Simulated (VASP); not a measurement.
A run of VASP 6.6.1 is set up as follows.

INCAR

```
PREC = Accurate
ENCUT = 520
EDIFF = 1E-6
ISMEAR = 0
SIGMA = 0.15
LREAL = F
LASPH = T
NELM = 100
ALGO = Fast
ISIF = 2
LWAVE = F
LCHARG = F
GGA = PS
NBANDS = 16
```

Contents of KPOINTS:

```
regular mesh
0
Gamma
  20 20 20
```

POSCAR

```
AlRu
1.0
    2.9764078228      0.0000000000      0.0000000000
    0.0000000000      2.9764078228      0.0000000000
    0.0000000000      0.0000000000      2.9764078228
Al Ru
1 1
Direct
    0.0000000000      0.0000000000      0.0000000000
    0.5000000000      0.5000000000      0.5125990799
```

Potentials or basis: VASP PAW PBE potentials, release 64 (Al, Ru_pv).

Launch:

```console
$ cat potpaw_PBE.64/Al/POTCAR potpaw_PBE.64/Ru_pv/POTCAR > POTCAR
$ mpirun -np 1 vasp_std > vasp.out
```

(1) Estimate the largest force.

(2) Predict the pressure.

Results:

(1) 0.306 eV/Å.

(2) 0.0 GPa.

Caveat: the cell differs from its parent crystal (all Ru atoms moved +0.037 Å, as atom 2 along Cartesian [0 0 1]); the PAW data sets were made with another functional, which shifts forces and pressure a little.
